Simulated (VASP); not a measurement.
Input of a VASP 6.6.1 run:

The input INCAR:

```
SYSTEM = TaH5
ALGO     = Normal         ! electronic algorithm
EDIFF    = 1E-7           ! SCF threshold, eV
ENCUT    = 520            ! plane-wave cutoff, eV
GGA      = PE             ! functional
ISIF     = 2              ! what is computed and relaxed
ISMEAR   = 0              ! smearing method
LASPH    = .TRUE.         ! aspherical terms in the spheres
LCHARG   = .FALSE.        ! write CHGCAR
LREAL    = .FALSE.        ! projectors in reciprocal space
LWAVE    = .FALSE.        ! write WAVECAR
NBANDS   = 17             ! bands
NELM     = 80             ! most SCF steps
PREC     = Accurate       ! precision mode
SIGMA    = 0.1            ! smearing width, eV
```

KPOINTS

```
k-points
0
G
  8 8 16
  0 0 0
```

POSCAR

```
TaH5
1.0
    4.8665976375      0.0000000000      0.0000000000
    0.0000000000      4.8665976375      0.0000000000
    0.0000000000      0.0000000000      2.4868678047
Ta H
1 5
Direct
    0.5000000000      0.5000000000      0.0000000000
    0.0896803882      0.5000000000      0.0000000000
    0.9103196118      0.5000000000      0.0000000000
    0.5000000000      0.0896803882      0.0000000000
    0.5000000000      0.9103196118      0.0000000000
    0.0000000000      0.0000000000      0.5000000000
```

Potentials or basis: VASP PAW PBE potentials, release 64 (Ta_pv, H).

Command:

```sh
$ cat potpaw_PBE.64/Ta_pv/POTCAR potpaw_PBE.64/H/POTCAR > POTCAR
$ mpirun -np 1 vasp_std > vasp.out
```

(1) Estimate the pressure.

(2) What does it give for the band gap on the k mesh?

Answers

(1) -0.1 GPa.

(2) zero (bands 8 and 9 overlap by 2.38 eV).

Caveat: spin-orbit coupling is left out, which moves the levels of the heavy elements.
